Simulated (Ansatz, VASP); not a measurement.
Two plane-wave programs on Yb

```
Yb
1.0
     0.00000    2.61516    2.61516
     2.61516    0.00000    2.61516
     2.61516    2.61516    0.00000
Yb
1
Cartesian
  0.0000 0.0000 0.0000
```

Alike in both runs: task single point; functional PBE; k mesh 10 × 10 × 10; occupations fermi-dirac, width 1 eV; no spin polarisation.

```csv
,VASP,Ansatz
version,VASP 6.6.1,Ansatz 0.2.0
potentials or method,"VASP PAW PBE potentials, release 64 (Yb), cutoff 520 eV","plane waves (420 eV) with PAW, scalar-relativistic"
valence electrons in the cell,24,24
```

```tsv
	VASP	Ansatz	Ansatz less VASP
pressure (GPa)	0.6	0.5	-0.14
```

With one functional, cell and mesh, what is left measures potentials, basis and numerics.

Neither program's run includes spin-orbit coupling.
